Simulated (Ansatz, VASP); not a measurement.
## Rh in VASP and in Ansatz

```xyz
1
Lattice="0.0000 1.9228 1.9228 1.9228 0.0000 1.9228 1.9228 1.9228 0.0000" Properties=species:S:1:pos:R:3 pbc="T T T"
Rh    0.0000    0.0000    0.0000
```

Alike in both runs: task single point; functional PBE; dispersion D3(BJ); k mesh 13 × 13 × 13; no spin polarisation.

```csv
,VASP,Ansatz
version,VASP 6.6.1,Ansatz 0.2.0
potentials or method,"VASP PAW PBE potentials, release 64 (Rh_pv), cutoff 500 eV","plane waves, PAW"
occupations,"methfessel-paxton of order 1, width 0.1 eV","cold, width 0.1 eV"
valence electrons in the cell,15,17
```

|  | VASP | Ansatz | Ansatz less VASP |
| --- | --- | --- | --- |
| pressure (GPa) | -10.2 | -10.4 | -0.24 |

VASP's potentials hold 15 valence electrons a cell and Ansatz's 17, so a difference there can come from the potentials and not from the codes.
